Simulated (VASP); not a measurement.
B3As5, 8 atoms in the cell. The structure is trigonal, space group P3m1 (No. 156). The conventional cell has a = 3.462 Å, b = 3.462 Å, c = 13.003 Å, α = 90.00°, β = 90.00°, γ = 120.00°. B (site symmetry 3m) has 4 As at 2.10 to 2.12 Å within 2.8 Å. Within 2.8 Å of B (site symmetry 3m) lie 4 As at 2.11 to 2.12 Å. Within 2.7 Å of B (site symmetry 3m) lie 4 As at 2.07 to 2.30 Å. Within 2.8 Å of As (site symmetry 3m) lie 3 B at 2.10 Å. As (site symmetry 3m) has 4 B at 2.11 to 2.12 Å within 2.8 Å. As (site symmetry 3m) has 1 B at 2.12 Å and 3 As at 2.48 Å within 2.8 Å. As (site symmetry 3m) has 3 B at 2.07 Å within 2.7 Å. Within 3.0 Å of As (site symmetry 3m) lie 1 B at 2.30 Å and 3 As at 2.48 Å. 

* Program: VASP 6.6.1
* Task: single point
* Functional: PBE
* Potentials or basis: VASP PAW PBE potentials, release 64 (B, As)
* Cutoff: 520 eV
* k mesh: 5 × 5 × 2
* Occupations: gaussian, width 0.2 eV
* Spin: no spin polarisation
* Dipole correction: no
* Further INCAR settings: ALGO = Normal; EDIFF = 1e-06; NBANDS = 27

Potentials or basis: VASP PAW PBE potentials, release 64 (B, As).

Launch:

```sh
$ cat potpaw_PBE.64/B/POTCAR potpaw_PBE.64/As/POTCAR > POTCAR
$ mpirun -np 1 vasp_std > vasp.out
```

Hardware: 1 thread of Intel Xeon 8259CL, on a shared host.

Task: How long does it take, and how much memory?

Result: Run time: 87 s on 1 thread of Intel Xeon 8259CL (shared host), peak memory 0.26 GiB. Counts: scf iterations 15, k points 10.
